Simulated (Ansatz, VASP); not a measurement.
GaSb3 in VASP and in Ansatz

```
Sb Ga
1.0
     0.00000    3.80376    3.80376
     3.80376    0.00000    3.80376
     3.80376    3.80376    0.00000
Sb Ga
3 1
Cartesian
  3.8038 3.8038 3.8038
  5.7056 5.7056 5.7056
  1.9019 1.9019 1.9019
  0.0000 0.0000 0.0000
```

Change from the starting cell: volume scaled by 1.06.

Alike in both runs: task single point; functional LDA; k mesh 6 × 6 × 6; occupations fermi-dirac, width 0.05 eV; no spin polarisation.

|  | VASP | Ansatz |
| --- | --- | --- |
| version | VASP 6.6.1 | Ansatz 0.2.0 |
| potentials or method | VASP PAW LDA potentials, release 64 (Sb, Ga_d), cutoff 520 eV | all-electron LAPW, scalar-relativistic |

|  | VASP | Ansatz | Ansatz less VASP |
| --- | --- | --- | --- |
| gap on the k mesh at the Fermi level (eV) | none | none | - |
| pressure (GPa) | -6.6 | -6.6 | +0.01 |

LDA's correlation is that of Perdew and Zunger in VASP and of Perdew and Wang (1992) in Ansatz. A gap of «none» marks a metal or a gap that the smearing closes. Ansatz ran all-electron here, and VASP with PAW potentials.

Neither program's run includes spin-orbit coupling.
